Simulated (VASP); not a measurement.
Input of a VASP 6.6.1 run:

INCAR

```
SYSTEM = Ca
PREC = Accurate ; ENCUT = 520
EDIFF = 1E-7 ; ISMEAR = -1
SIGMA = 0.05 ; LREAL = .FALSE.
LASPH = .TRUE. ; NELM = 100
ALGO = Normal ; ISIF = 2
LWAVE = .FALSE. ; LCHARG = .FALSE.
GGA = PE ; NBANDS = 11
```

KPOINTS

```
regular mesh
0
G
  12 12 12
  0 0 0
```

The input POSCAR:

```
Ca
1.0
    0.0000000000      2.7626491123      2.7626491123
    2.7626491123      0.0000000000      2.7626491123
    2.7626491123      2.7626491123      0.0000000000
Ca
1
Direct
    0.0000000000      0.0000000000      0.0000000000
```

Potentials or basis: VASP PAW PBE potentials, release 64 (Ca_sv).

Command:

```console
$ cat potpaw_PBE.64/Ca_sv/POTCAR > POTCAR
$ mpirun -np 1 vasp_std > vasp.out
```

(1) What does it give for the pressure?

(2) Estimate the band gap on the k mesh.

## Answers

(1) 0.0 GPa.

(2) zero (band 5 reaches 2.16 eV, above the bottom of band 6 at 1.80 eV).
